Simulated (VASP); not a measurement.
# H (P4/mmm) in VASP: single point with PBE

Aim: the single point of H with PBE.

Program: VASP 6.6.1. These are calculated values, not measurements. Logs are shortened: lines on timing, memory, paths and dates and some standing lists are left out, and cuts for length are marked.

## (1) The cell of the first run

It takes space group P4/mmm (No. 123, tetragonal). Conventional cell: a = 8.000 Å, b = 8.000 Å, c = 8.000 Å, α = 90.00°, β = 90.00°, γ = 90.00°. Within 1.3 Å of H (site symmetry 4mm) lie 1 H at 0.93 Å. H (site symmetry 4/mmm) has 2 H at 0.93 Å within 1.3 Å.

## (2) Single point, PBE, collinear spin

INCAR reads:

```
PREC = Accurate
ENCUT = 500
EDIFF = 1E-6
ISMEAR = 0
SIGMA = 0.01
LREAL = False
LASPH = True
NELM = 200
ALGO = Normal
ISIF = 2
LWAVE = False
LCHARG = False
ISPIN = 2
MAGMOM = 0.333 0.333 0.333
LORBIT = 11
NUPDOWN = 1.0
GGA = PE
NBANDS = 12
ISYM = 0
GGA_COMPAT = False
```

KPOINTS reads:

```
Automatic mesh
0
Gamma
  1 1 1
```

POSCAR reads:

```
H
1.0
    8.0000000000      0.0000000000      0.0000000000
    0.0000000000      8.0000000000      0.0000000000
    0.0000000000      0.0000000000      8.0000000000
H
3
Direct
    0.3837500000      0.5000000000      0.5000000000
    0.5000000000      0.5000000000      0.5000000000
    0.6162500000      0.5000000000      0.5000000000
```

Potentials or basis: VASP PAW PBE potentials, release 64 (H).

On the command line:

```console
$ cat potpaw_PBE.64/H/POTCAR > POTCAR
$ mpirun -np 1 vasp_gam > vasp.out
```

OUTCAR:

```text
PREC = Accurate
   ENCUT = 500
   EDIFF = 1E-6
   ISMEAR = 0
   LREAL = False
   LASPH = True
   NELM = 200
   ISIF = 2
   ISPIN = 2
   LORBIT = 11
   NUPDOWN = 1.0
   GGA = PE
   ISYM = 0

 ion  position               nearest neighbor table
   1  0.384  0.500  0.500-
   2  0.500  0.500  0.500-
   3  0.616  0.500  0.500-

IMPORTANT INFORMATION: All symmetrisations will be switched off!
NOSYMM: (Re-)initialisation of all symmetry stuff for point group C_1.

----------------------------------------------------------------------------------------

                                     Primitive cell

  volume of cell :     512.0000

  direct lattice vectors                    reciprocal lattice vectors
     8.000000000  0.000000000  0.000000000     0.125000000  0.000000000  0.000000000
     0.000000000  8.000000000  0.000000000     0.000000000  0.125000000  0.000000000
     0.000000000  0.000000000  8.000000000     0.000000000  0.000000000  0.125000000

  length of vectors
     8.000000000  8.000000000  8.000000000     0.125000000  0.125000000  0.125000000

  position of ions in fractional coordinates (direct lattice)
     0.383750000  0.500000000  0.500000000
     0.500000000  0.500000000  0.500000000
     0.616250000  0.500000000  0.500000000

  ion indices of the primitive-cell ions
   primitive index   ion index
                 1           1
                 2           2
                 3           3

----------------------------------------------------------------------------------------

 KPOINTS: Automatic mesh

Automatic generation of k-mesh.
 Grid dimensions read from file:
 generate k-points for:    1    1    1

 Generating k-lattice:

  Cartesian coordinates                     Fractional coordinates (reciprocal lattice)
     0.125000000  0.000000000  0.000000000     1.000000000  0.000000000  0.000000000
     0.000000000  0.125000000  0.000000000     0.000000000  1.000000000  0.000000000
     0.000000000  0.000000000  0.125000000     0.000000000  0.000000000  1.000000000

  Length of vectors
     0.125000000  0.125000000  0.125000000

  Shift w.r.t. Gamma in fractional coordinates (k-lattice)
     0.000000000  0.000000000  0.000000000

 Subroutine IBZKPT returns following result:
 ===========================================

 Found      1 irreducible k-points:

 Following reciprocal coordinates:
[... 45 lines left out ...]
   GGA     = PE    functional components
   LHFCALC =     F    Hartree Fock is set to
   AEXX    =    0.0000 exact exchange contribution
   IVDW    =     0    specifies the selected vdW correction
   LEPSILON=     F    determine dielectric tensor
   LRPA    =     F    only Hartree local field effects (RPA)
 spin polarized calculation
 Gauss-broadening in eV      SIGMA  =   0.01
  energy-cutoff  :      500.00
  volume of cell :      512.00
 maximum number of plane-waves:      6519
 NGX is ok and might be reduce to    60
   NGX = 29   NGY = 29   NGZ = 29

 number of electron       2.9999996 magnetization       0.9999998

 Free energy of the ion-electron system (eV)
  ---------------------------------------------------
  ext. energy  EPLUGINS =         0.00000000
  ---------------------------------------------------
  free energy    TOTEN  =        -7.72367907 eV

  energy without entropy =       -7.72367907  energy(sigma->0) =       -7.72367907

 E-fermi : -11.1316     XC(G=0):  -0.9302

 val. band max:       -5.8549407617   @ k =   0.0000   0.0000   0.0000
 cond. band min:      -3.3511437412   @ k =   0.0000   0.0000   0.0000
 fundamental gap:      2.5037970206
 Fermi energy:        -5.8070318020

 spin component 1

 k-point     1 :       0.0000    0.0000    0.0000
  band No.  band energies     occupation
      1     -12.3018      1.00000
      2      -5.8549      1.00000
      3      -0.6806      0.00000
      4       0.7936      0.00000
      5       0.7936      0.00000
      6       1.2768      0.00000
      7       1.7706      0.00000
      8       1.8658      0.00000
      9       2.1896      0.00000
     10       3.2396      0.00000
     11       3.2396      0.00000
     12       3.2776      0.00000
 Fermi energy:       -11.1316426142

 spin component 2

 k-point     1 :       0.0000    0.0000    0.0000
  band No.  band energies     occupation
      1     -11.1859      1.00000
      2      -3.3511      0.00000
      3      -0.2288      0.00000
      4       1.2681      0.00000
      5       1.2681      0.00000
      6       1.8420      0.00000
      7       2.0659      0.00000
      8       2.4247      0.00000
      9       2.4287      0.00000
     10       3.5296      0.00000
     11       3.5296      0.00000
     12       3.9690      0.00000

------------------------ aborting loop because EDIFF is reached ----------------------------------------

  FORCE on cell =-STRESS in cart. coord.  units (eV):
  Direction    XX          YY          ZZ          XY          YZ          ZX
  --------------------------------------------------------------------------------------
  -------------------------------------------------------------------------------------
  Total        0.2156877     -0.0504338     -0.0504338     -0.0000000      0.0000000     -0.0000000
  in kB        0.6749414     -0.1578201     -0.1578201     -0.0000000      0.0000000     -0.0000000
  external PRESSURE =       0.1197671 kB  Pullay stress =       0.0000000 kB

 VOLUME and BASIS-vectors are now :
 -----------------------------------------------------------------------------
  energy-cutoff  :      500.00
  volume of cell :      512.00
      direct lattice vectors                 reciprocal lattice vectors
     8.000000000  0.000000000  0.000000000     0.125000000  0.000000000  0.000000000
     0.000000000  8.000000000  0.000000000     0.000000000  0.125000000  0.000000000
     0.000000000  0.000000000  8.000000000     0.000000000  0.000000000  0.125000000

 POSITION                                       TOTAL-FORCE (eV/Angst)
 -----------------------------------------------------------------------------------
      3.07000      4.00000      4.00000        -0.100080      0.000000      0.000000
      4.00000      4.00000      4.00000         0.000000     -0.000000     -0.000000
      4.93000      4.00000      4.00000         0.100080     -0.000000     -0.000000
 -----------------------------------------------------------------------------------
    total drift:                                0.000000      0.000000      0.000000

  FREE ENERGIE OF THE ION-ELECTRON SYSTEM (eV)
  ---------------------------------------------------
  free  energy   TOTEN  =        -7.7236790680 eV

  energy  without entropy=       -7.7236790680  energy(sigma->0) =       -7.72367907

 total charge

# of ion       s       p       d       tot
------------------------------------------
    1        0.488   0.013   0.000   0.501
    2        0.567   0.033   0.000   0.600
    3        0.488   0.013   0.000   0.501
--------------------------------------------------
tot          1.543   0.060   0.000   1.602

 magnetization (x)

# of ion       s       p       d       tot
------------------------------------------
    1        0.234  -0.002   0.000   0.232
    2       -0.041   0.033   0.000  -0.007
    3        0.234  -0.002   0.000   0.232
--------------------------------------------------
tot          0.427   0.029   0.000   0.456
```

It took 79 s on 1 thread of AMD EPYC 7R43 (Zen 3), shared host; peak memory 0.53 GiB.

What came out:

* Free energy: -7.7237 eV
* Pressure: 0.0 GPa
* Largest force: 0.100 eV/Å
* Net moment: 1.00 μB per cell
* Site moments: H +0.23, -0.01 (each value once) μB
* Valence electrons inside the program's atomic spheres: H 0.50, 0.60 (each value once)

Forces in eV/Å, atoms in the order of the input:
```
H   -0.100  0.000  0.000
H    0.000  0.000  0.000
H    0.100  0.000  0.000
```

Caveat: the total moment is fixed, so each spin has its own Fermi level and the state may be an excited one.
